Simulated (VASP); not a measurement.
# As (R-3m) in VASP: notebook

The runs below take As through single point, with PBE.

Program: VASP 6.6.1. These are calculated values, not measurements. Logs are shortened: lines on timing, memory, paths and dates and some standing lists are left out, and cuts for length are marked.

## (1) The cell of the first run

The structure is trigonal, space group R-3m (No. 166). The conventional cell has a = 3.807 Å, b = 3.807 Å, c = 10.824 Å, α = 90.00°, β = 90.00°, γ = 120.00°. Within 3.4 Å of As (site symmetry 3m) lie 6 As at 2.55 to 3.19 Å.

## (2) Single point, PBE

File INCAR:

```
PREC     = Accurate       # precision mode
ENCUT    = 520            # plane-wave cutoff, eV
EDIFF    = 1E-7           # SCF threshold, eV
ISMEAR   = -1             # smearing method
SIGMA    = 0.1            # smearing width, eV
LREAL    = False          # projectors in reciprocal space
LASPH    = True           # aspherical terms in the spheres
NELM     = 60             # most SCF steps
ALGO     = Normal         # electronic algorithm
ISIF     = 2              # what is computed and relaxed
LWAVE    = False          # write WAVECAR
LCHARG   = True           # write CHGCAR
GGA      = PE             # functional
LELF     = True           # ELF
LVHAR    = True         
NBANDS   = 12             # bands
```

File KPOINTS:

```
Automatic mesh
0
Gamma
  2 2 2
```

File POSCAR:

```
As
1.0
    1.9036109523      1.0990502958      3.6081612956
   -1.9036109523      1.0990502958      3.6081612956
    0.0000000000     -2.1981005915      3.6081612956
As
2
Direct
    0.7737100447      0.7737100447      0.7737100447
    0.2262899553      0.2262899553      0.2262899553
```

Potentials or basis: VASP PAW PBE potentials, release 64 (As).

Launch:

```bash
> cat potpaw_PBE.64/As/POTCAR > POTCAR
> mpirun -np 1 vasp_std > vasp.out
```

OUTCAR:

```text
PREC = Accurate
   ENCUT = 520
   EDIFF = 1E-7
   ISMEAR = -1
   LREAL = False
   LASPH = True
   NELM = 60
   ISIF = 2
   GGA = PE

 ion  position               nearest neighbor table
   1  0.774  0.774  0.774-   2 2.55   2 2.55   2 2.55
   2  0.226  0.226  0.226-   1 2.55   1 2.55   1 2.55

  LATTYP: Found a trigonal (rhomboedric) cell.
 ALAT       =     4.2249821474
 COS(alpha) =     0.5939900948

  Lattice vectors:

 A1 = (   1.9036109523,   1.0990502958,   3.6081612956)
 A2 = (  -1.9036109523,   1.0990502958,   3.6081612956)
 A3 = (   0.0000000000,  -2.1981005915,   3.6081612956)

Analysis of symmetry for initial positions (statically):
=====================================================================
 Subroutine PRICEL returns:
 Original cell was already a primitive cell.

 Routine SETGRP: Setting up the symmetry group for a
 trigonal (rhombohedral) supercell.

 Subroutine GETGRP returns: Found 12 space group operations
 (whereof 12 operations were pure point group operations)
 out of a pool of 12 trial point group operations.

The static configuration has the point symmetry D_3d.

Analysis of symmetry for dynamics (positions and initial velocities):
=====================================================================
 Subroutine PRICEL returns:
 Original cell was already a primitive cell.

 Routine SETGRP: Setting up the symmetry group for a
 trigonal (rhombohedral) supercell.

 Subroutine GETGRP returns: Found 12 space group operations
 (whereof 12 operations were pure point group operations)
 out of a pool of 12 trial point group operations.

The dynamic configuration has the point symmetry D_3d.

 Subroutine INISYM returns: Found 12 space group operations
 (whereof 12 operations are pure point group operations),
 and found     1 'primitive' translations

----------------------------------------------------------------------------------------

                                     Primitive cell

  volume of cell :      45.2932

  direct lattice vectors                    reciprocal lattice vectors
     1.903610952  1.099050296  3.608161296     0.262658712  0.151646078  0.092383158
    -1.903610952  1.099050296  3.608161296    -0.262658712  0.151646078  0.092383158
     0.000000000 -2.198100591  3.608161296     0.000000000 -0.303292156  0.092383158

  length of vectors
     4.224982147  4.224982147  4.224982147     0.317050121  0.317050121  0.317050121

  position of ions in fractional coordinates (direct lattice)
     0.773710045  0.773710045  0.773710045
     0.226289955  0.226289955  0.226289955

  ion indices of the primitive-cell ions
   primitive index   ion index
                 1           1
                 2           2

----------------------------------------------------------------------------------------

 KPOINTS: Automatic mesh

Automatic generation of k-mesh.
 Grid dimensions read from file:
 generate k-points for:    2    2    2

 Generating k-lattice:

  Cartesian coordinates                     Fractional coordinates (reciprocal lattice)
     0.131329356  0.075823039  0.046191579     0.500000000 -0.000000000 -0.000000000
    -0.131329356  0.075823039  0.046191579    -0.000000000  0.500000000 -0.000000000
     0.000000000 -0.151646078  0.046191579    -0.000000000 -0.000000000  0.500000000

  Length of vectors
     0.158525061  0.158525061  0.158525061

  Shift w.r.t. Gamma in fractional coordinates (k-lattice)
     0.000000000  0.000000000  0.000000000

 Subroutine IBZKPT returns following result:
 ===========================================

 Found      4 irreducible k-points:

 Following reciprocal coordinates:
            Coordinates               Weight
  0.000000  0.000000  0.000000      1.000000
  0.500000 -0.000000 -0.000000      3.000000
  0.500000  0.500000 -0.000000      3.000000
  0.500000  0.500000  0.500000      1.000000
   k-points           NKPTS =      4   k-points in BZ     NKDIM =      4   number of bands    NBANDS=     12
   number of dos      NEDOS =    301   number of ions     NIONS =      2
   total plane-waves  NPLWV =  32768
   dimension x,y,z NGX =    32 NGY =   32 NGZ =   32
   dimension x,y,z NGXF=    64 NGYF=   64 NGZF=   64
   ions per type =               2
   NGX,Y,Z   is equivalent  to a cutoff of  12.59, 12.59, 12.59 a.u.
   NGXF,Y,Z  is equivalent  to a cutoff of  25.18, 25.18, 25.18 a.u.
 SYSTEM =  unknown system
   PREC   = accura    normal or accurate (medium, high low for compatibility)
   ISTART =      0    job   : 0-new  1-cont  2-samecut
   ICHARG =      2    charge: 1-file 2-atom 10-const
   ISPIN  =      1    spin polarized calculation?
   LNONCOLLINEAR =      F non collinear calculations
   LSORBIT =      F    spin-orbit coupling
   LASPH  =      T    aspherical Exc in radial PAW
   ENCUT  =  520.0 eV  38.22 Ry    6.18 a.u.   7.86  7.86  7.86*2*pi/ulx,y,z
   NELM   =     60;   NELMIN=  2; NELMDL= -5     # of ELM steps
   EDIFF  = 0.1E-06   stopping-criterion for ELM
   LREAL  =      F    real-space projection
   EDIFFG = 0.1E-05   stopping-criterion for IOM
   NSW    =      0    number of steps for IOM
   IBRION =     -1    ionic relax: 0-MD 1-quasi-New 2-CG
   NFREE  =      0    steps in history (QN), initial steepest desc. (CG)
   ISIF   =      2    stress and relaxation
   ISYM   =      2    0-nonsym 1-usesym 2-fastsym
   POTIM  = 0.5000    time-step for ionic-motion
   TEBEG  =    0.0;   TEEND  =   0.0 temperature during run
   PSTRESS=    0.0 pullay stress
   NELECT =      10.0000    total number of electrons
   NUPDOWN=      -1.0000    fix difference up-down
   EMIN   =  10.00;   EMAX   =-10.00  energy-range for DOS
   EFERMI =   0.00;   METHOD = LEGACY
   ISMEAR =    -1;   SIGMA  =   0.10  broadening in eV -4-tet -1-fermi 0-gaus
   EFERMI_NEDOS =   21; number of points for ismear=-14 and -15
   IALGO  =     38    algorithm
   IMIX   =      4    mixing-type and parameters
     AMIX     =   0.40;   BMIX     =  1.00
     AMIX_MAG =   1.60;   BMIX_MAG =  1.00
  volume/ion in A,a.u.               =      22.65       152.83
  Fermi-wavevector in a.u.,A,eV,Ry     =   0.989458  1.869804 13.320461  0.979026
  Thomas-Fermi vector in A             =   2.121058
   LORBIT       =      0    0 simple, 1 ext, 2 COOP (PROOUT), +10 PAW based schemes
   GGA     = PE    functional components
   LHFCALC =     F    Hartree Fock is set to
   AEXX    =    0.0000 exact exchange contribution
   IVDW    =     0    specifies the selected vdW correction
   LEPSILON=     F    determine dielectric tensor
   LRPA    =     F    only Hartree local field effects (RPA)
 non-spin polarized calculation
  energy-cutoff  :      520.00
  volume of cell :       45.29
 maximum number of plane-waves:      1231
 NGX is ok and might be reduce to    32
   NGX = 15   NGY = 15   NGZ = 15

 number of electron      10.0000000 magnetization

 number of electron       9.9999999 magnetization

 Free energy of the ion-electron system (eV)
  ---------------------------------------------------
  ext. energy  EPLUGINS =         0.00000000
  ---------------------------------------------------
  free energy    TOTEN  =        -7.64248098 eV

  energy without entropy =       -7.55542437  energy(sigma->0) =       -7.59895268

 E-fermi :   4.7133     XC(G=0):  -9.6626

 val. band max:        4.6090473175   @ k =   0.5000   0.5000   0.5000
 cond. band min:       4.8333366096   @ k =   0.5000  -0.0000  -0.0000
 fundamental gap:      0.2242892921
 Fermi energy:         4.7133366912

 k-point     1 :       0.0000    0.0000    0.0000
  band No.  band energies     occupation
      1      -9.5086      2.00000
      2      -1.0225      2.00000
      3       2.5363      2.00000
      4       3.2700      2.00000
      5       3.2700      2.00000
      6       6.8275      0.00000
      7       7.9039      0.00000
      8       7.9039      0.00000
      9      11.9416      0.00000
     10      11.9416      0.00000
     11      12.1841      0.00000
     12      13.7744      0.00000

 k-point     2 :       0.5000   -0.0000   -0.0000
  band No.  band energies     occupation
      1      -6.8962      2.00000
      2      -5.7563      2.00000
      3       2.2799      2.00000
      4       2.4687      2.00000
      5       4.5369      1.70749
      6       4.8333      0.46295
      7       5.3542      0.00329
      8       6.4172      0.00000
      9      13.7759      0.00000
     10      13.8227      0.00000
     11      16.3943      0.00000
     12      16.6277      0.00000

 k-point     3 :       0.5000    0.5000   -0.0000
  band No.  band energies     occupation
      1      -6.9002      2.00000
      2      -4.4545      2.00000
      3      -0.7284      2.00000
      4       0.9841      2.00000
      5       1.2534      2.00000
      6       6.7111      0.00000
      7      10.1975      0.00000
      8      11.6171      0.00000
      9      11.8547      0.00000
     10      15.4321      0.00000
     11      16.5432      0.00000
     12      16.6902      0.00000

 k-point     4 :       0.5000    0.5000    0.5000
  band No.  band energies     occupation
      1      -8.2943      2.00000
      2      -4.8278      2.00000
      3       3.5441      1.99998
      4       3.5441      1.99998
      5       4.6090      1.47882
      6       5.9045      0.00001
      7       5.9045      0.00001
      8       6.6261      0.00000
      9      12.9860      0.00000
     10      15.2908      0.00000
     11      15.2908      0.00000
     12      16.2322      0.00000

------------------------ aborting loop because EDIFF is reached ----------------------------------------

  FORCE on cell =-STRESS in cart. coord.  units (eV):
  Direction    XX          YY          ZZ          XY          YZ          ZX
  --------------------------------------------------------------------------------------
  -------------------------------------------------------------------------------------
  Total        3.3177629      3.3177629      2.6157727      0.0000000      0.0000000     -0.0000000
  in kB      117.3607769    117.3607769     92.5289481      0.0000000      0.0000000     -0.0000000
  external PRESSURE =     109.0835006 kB  Pullay stress =       0.0000000 kB

 VOLUME and BASIS-vectors are now :
 -----------------------------------------------------------------------------
  energy-cutoff  :      520.00
  volume of cell :       45.29
      direct lattice vectors                 reciprocal lattice vectors
     1.903610952  1.099050296  3.608161296     0.262658712  0.151646078  0.092383158
    -1.903610952  1.099050296  3.608161296    -0.262658712  0.151646078  0.092383158
     0.000000000 -2.198100591  3.608161296     0.000000000 -0.303292156  0.092383158

 POSITION                                       TOTAL-FORCE (eV/Angst)
 -----------------------------------------------------------------------------------
      0.00000      0.00000      8.37501         0.000000      0.000000      2.360961
      0.00000      0.00000      2.44947         0.000000     -0.000000     -2.360961
 -----------------------------------------------------------------------------------
    total drift:                                0.000000     -0.000000      0.000000

  FREE ENERGIE OF THE ION-ELECTRON SYSTEM (eV)
  ---------------------------------------------------
  free  energy   TOTEN  =        -7.6424809829 eV

  energy  without entropy=       -7.5554243684  energy(sigma->0) =       -7.59895268
```

It took 8.7 s on 1 thread of Intel Xeon 8259CL, shared host; peak memory 0.16 GiB.

Results:

| Quantity | Value |
| --- | --- |
| Free energy | -7.6425 eV |
| Pressure | 10.9 GPa |
| Largest force | 2.361 eV/Å |

Forces in eV/Å, atoms in the order of the input:
```
As   0.000  0.000  2.361
As   0.000  0.000 -2.361
```

Stress tensor (GPa, compression positive):
```
11.74  0.00  0.00
 0.00 11.74  0.00
 0.00  0.00  9.25
```

Levels at points of the mesh, in eV from the Fermi level:
```
           k point  band 3  band 4  band 5  band 6  band 7  band 8
(0.00, 0.00, 0.00)   -2.18   -1.44   -1.44    2.11    3.19    3.19
(0.50, 0.00, 0.00)   -2.43   -2.24   -0.18    0.12    0.64    1.70
(0.50, 0.50, 0.00)   -5.44   -3.73   -3.46    2.00    5.48    6.90
(0.50, 0.50, 0.50)   -1.17   -1.17   -0.10    1.19    1.19    1.91
```

Caveat: the k points lie up to 1.00 Å⁻¹ apart; forces of over 1 eV/Å act on the atoms, so gaps and moduli don't describe the material at rest.

## (3) Single point, PBE

File INCAR:

```
SYSTEM = As
ALGO = Normal ; EDIFF = 1E-6
ENCUT = 520 ; GGA = PE
ISIF = 2 ; ISMEAR = -1
LASPH = .TRUE. ; LCHARG = .TRUE.
LELF = .TRUE. ; LREAL = .FALSE.
LVHAR = .TRUE. ; LWAVE = .FALSE.
NBANDS = 12 ; NELM = 80
PREC = Accurate ; SIGMA = 0.1
```

File KPOINTS:

```
k-points
0
G
  3 3 3
  0 0 0
```

POSCAR is that of step 2.

Potentials or basis: VASP PAW PBE potentials, release 64 (As).

Launch:

```bash
> cat potpaw_PBE.64/As/POTCAR > POTCAR
> mpirun -np 1 vasp_std > vasp.out
```

Run time: 9 s. Hardware: 1 thread of Intel Xeon 8259CL, shared host; peak memory 0.17 GiB.

It converged, with:

```yaml
Free_energy: -9.4651 eV
Pressure: 0.5 GPa
Largest_force: 0.235 eV/Å
Band_gap_on_the_k_mesh: 1.30 eV (least direct gap 1.68 eV)
```

Forces on the atoms (eV/Å):
```
As   0.000  0.000  0.235
As   0.000  0.000 -0.235
```

Stress tensor (GPa, compression positive):
```
 2.64  0.00  0.00
 0.00  2.64  0.00
 0.00  0.00 -3.78
```

Levels at points of the mesh, in eV from the valence-band top:
```
           k point  band 3  band 4  band 5  band 6  band 7  band 8
(0.00, 0.00, 0.00)   -1.70   -1.06   -1.06    2.47    3.61    3.61
```

Caveat: the k points lie up to 0.66 Å⁻¹ apart; an odd mesh through Γ misses points on the zone boundary, where band edges can lie.
